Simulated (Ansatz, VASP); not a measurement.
## Sn in VASP and in Ansatz

INCAR

```
SYSTEM = Sn
ALGO = Fast
EDIFF = 1E-6
ENCUT = 520
ISIF = 2
ISMEAR = 0
LASPH = .TRUE.
LCHARG = .FALSE.
LREAL = .FALSE.
LWAVE = .FALSE.
NBANDS = 21
NELM = 100
PREC = Accurate
SIGMA = 0.15
```

Contents of KPOINTS:

```
k-points
0
G
  18 18 18
  0 0 0
```

The input POSCAR:

```
Sn
1.0
   -2.8482002233      2.8482002233      1.7042197766
    2.8482002233     -2.8482002233      1.7042197766
    2.8482002233      2.8482002233     -1.7042197766
Sn
2
Direct
    0.7500000000      0.2500000000      0.5000000000
    0.0000000000      0.0000000000      0.0000000000
```

Input for Ansatz:

```yaml
crystal:
  lattice:
    - [-2.8482002233, 2.8482002233, 1.7042197766]
    - [2.8482002233, -2.8482002233, 1.7042197766]
    - [2.8482002233, 2.8482002233, -1.7042197766]
  atoms:
    - { symbol: Sn, position: [0.75, 0.25, 0.5] }
    - { symbol: Sn, position: [0.0, 0.0, 0.0] }
basis:
  ecutwfc: 420
kpoints:
  mp_grid: { grid: [18, 18, 18] }
hamiltonian:
  xc: lda
scf:
  occupations: { method: gaussian, width: 0.15 }
output:
  forces: true
  stress: true
  eigenvalues: true
```

Alike in both runs: task single point; functional LDA; k mesh 18 × 18 × 18; occupations gaussian, width 0.15 eV; no spin polarisation.

|  | VASP | Ansatz |
| --- | --- | --- |
| version | VASP 6.6.1 | Ansatz 0.2.0 |
| potentials or method | VASP PAW LDA potentials, release 64 (Sn_d), cutoff 520 eV | scalar-relativistic, plane waves, PAW |
| valence electrons in the cell | 28 | 28 |

```tsv
	VASP	Ansatz	Ansatz less VASP
gap on the k mesh at the Fermi level (eV)	none	none	-
pressure (GPa)	-2.1	-2.1	+0.01
traceless stress, the component that is largest in VASP (GPa)	-2.69	-2.66	+0.034
```

LDA's correlation is that of Perdew and Zunger in VASP and of Perdew and Wang (1992) in Ansatz. A gap of «none» marks a metal or a gap that the smearing closes.
